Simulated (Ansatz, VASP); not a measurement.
**One calculation of Pb, two programs**

```
Pb
1.0
     0.00000    2.47745    2.47745
     2.47745    0.00000    2.47745
     2.47745    2.47745    0.00000
Pb
1
Direct
  0.00000 0.00000 0.00000
```

Alike in both runs: task single point; functional r2SCAN; k mesh 6 × 6 × 6; no spin polarisation.

```csv
,VASP,Ansatz
version,VASP 6.6.1,Ansatz 0.2.0
potentials or method,"VASP PAW PBE potentials, release 64 (Pb_d), cutoff 520 eV",PAW plane waves
occupations,"fermi-dirac, width 0.1 eV",fermi-dirac
valence electrons in the cell,14,14
```

```tsv
	VASP	Ansatz	Ansatz less VASP
gap on the k mesh at the Fermi level (eV)	none	none	-
pressure (GPa)	2.2	2.2	0.00
```

VASP's potentials were made for PBE, not for r2SCAN. A gap of «none» marks a metal or a gap that the smearing closes.

The k mesh is coarse, so the values compare programs but aren't converged. Neither program's run includes spin-orbit coupling.
